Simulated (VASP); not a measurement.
Runs of VASP 6.6.1 on C. The structure is that of space group P6_3/mmc (No. 194), or close to it. The cells are those of the table. 

```tsv
task	cell	gap on the mesh (eV)	pressure (GPa)	largest force (eV/Å)
relaxation of the atoms	atoms relaxed from a = 2.461, b = 2.461, c = 4.198 Å, angles 90.0, 90.0, 120.0°, 4 atoms	2.89	11.4	-
single point	a = 2.461, b = 2.461, c = 4.165 Å, angles 90.0, 90.0, 120.0°, 4 atoms	2.87	15.1	0.01
single point	a = 2.461, b = 2.461, c = 4.163 Å, angles 90.0, 90.0, 120.0°, 4 atoms	2.87	15.5	0.01
relaxation of the atoms	atoms relaxed from a = 2.461, b = 2.461, c = 4.073 Å, angles 90.0, 90.0, 120.0°, 4 atoms	(a)	27.0	-
relaxation of the atoms	atoms relaxed from a = 2.461, b = 2.461, c = 4.165 Å, angles 90.0, 90.0, 120.0°, 4 atoms	2.87	15.1	-
```

Alike in all rows: level PBEsol; potentials or basis VASP PAW PBE potentials, release 64 (C); no spin polarisation; k mesh 9 × 9 × 6; cutoff (eV) 520; smearing gaussian 0.02 eV.

Question: Fill in the values left out.

Answer: (a) 2.84.

Caveats: the PAW data sets were made with another functional, which shifts forces and pressure a little; an odd mesh through Γ misses points on the zone boundary, where band edges can lie; the cell stands under pressure (at least some runs).
